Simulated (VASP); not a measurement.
**GaN: single point with PBEsol**

GaN:

```xyz
4
Lattice="3.0829 0.0000 0.0000 -1.5415 2.6699 0.0000 0.0000 0.0000 5.0260" Properties=species:S:1:pos:R:3 pbc="T T T"
Ga    0.0000    1.7799   -0.0030
Ga    1.5415    0.8900    2.5100
N     0.0000    1.7799    1.8878
N     1.5415    0.8900    4.4007
```

```
Program                : VASP 6.6.1
Task                   : single point
Functional             : PBEsol
Potentials or basis    : VASP PAW PBE potentials, release 64 (Ga_d, N)
Cutoff                 : 520 eV
k mesh                 : 12 × 12 × 6
Occupations            : gaussian, width 0.01 eV
Spin                   : no spin polarisation
Dipole correction      : no
Further INCAR settings : ALGO = Normal; EDIFF = 1e-06; NBANDS = 26
```

The pressure is 21.7 GPa and the band gap on the k mesh is 2.52 eV.

Levels at points of the mesh, in eV from the valence-band top:
```csv
k point,band 14,band 15,band 16,band 17,band 18,band 19,band 20,band 21,band 22,band 23
"(0.00, 0.00, 0.00)",-1.18,-1.18,-0.07,0.00,0.00,2.52,4.84,9.65,10.37,10.37
"(0.50, 0.00, 0.00)",-5.71,-4.73,-3.14,-2.56,-1.14,5.20,5.92,6.34,9.37,10.80
"(0.00, 0.00, 0.50)",-4.07,-0.60,-0.60,-0.60,-0.60,4.82,4.82,8.88,8.88,10.89
"(0.50, 0.00, 0.50)",-7.23,-2.22,-2.22,-2.15,-2.15,4.58,4.58,8.29,8.29,10.49
```

It took 77 s on 1 thread of Intel Xeon 8259CL, with other jobs on the host, peak memory 0.2 GiB.

Caveat: the cell stands under pressure; the PAW data sets were made with another functional, which shifts forces and pressure a little.
